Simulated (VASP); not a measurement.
A run of VASP 6.6.1 is set up as follows.

File INCAR:

```
SYSTEM = KTmI4
PREC     = Accurate       ! precision mode
ENCUT    = 500            ! plane-wave cutoff, eV
EDIFF    = 1E-7           ! SCF threshold, eV
ISMEAR   = 0              ! smearing method
SIGMA    = 0.02           ! smearing width, eV
LREAL    = .FALSE.        ! projectors in reciprocal space
LASPH    = .TRUE.         ! aspherical terms in the spheres
NELM     = 200            ! most SCF steps
ALGO     = Normal         ! electronic algorithm
ISIF     = 3              ! what is computed and relaxed
LWAVE    = .FALSE.        ! write WAVECAR
LCHARG   = .FALSE.        ! write CHGCAR
GGA      = PE             ! functional
IBRION   = 2              ! ionic algorithm
NSW      = 100            ! ionic steps
EDIFFG   = -0.01          ! ionic threshold
GGA_COMPAT= .FALSE.      
NELMIN   = 4            
LMAXMIX  = 6              ! l up to which the mixer works
```

The input KPOINTS:

```
Automatic mesh
0
G
  3 3 3
  0 0 0
```

Contents of POSCAR:

```
KTmI4
1.0
    5.3118882217      3.0668200947      5.2018891887
   -5.3118882217      3.0668200947      5.2018891887
    0.0000000000     -6.1336401894      5.2018891887
K Tm I
1 1 4
Direct
    0.1125884333      0.1125884333      0.1125884333
    0.8666882938      0.8666882938      0.8666882938
    0.8127872462      0.2231783133      0.8127872462
    0.8127872462      0.8127872462      0.2231783133
    0.2231783133      0.8127872462      0.8127872462
    0.6886185872      0.6886185872      0.6886185872
```

Potentials or basis: VASP PAW PBE potentials, release 64 (K_sv, Tm_3, I), 4f in core.

Command:

```sh
$ cat potpaw_PBE.64/K_sv/POTCAR potpaw_PBE.64/Tm_3/POTCAR potpaw_PBE.64/I/POTCAR > POTCAR
$ mpirun -np 1 vasp_std > vasp.out
```

(1) Predict the space group after relaxing (to 0.1 Å).

(2) Predict the relaxed volume.

(3) Predict the relaxed cell.

Results:

(1) R3m (No. 160).

(2) 107.11 Å³/atom.

(3) a = 8.647 Å, b = 8.647 Å, c = 8.647 Å, α = 86.31°, β = 86.31°, γ = 86.31°.

Caveat: the volume moved by over 15 % at a fixed basis, so the end points are rough.
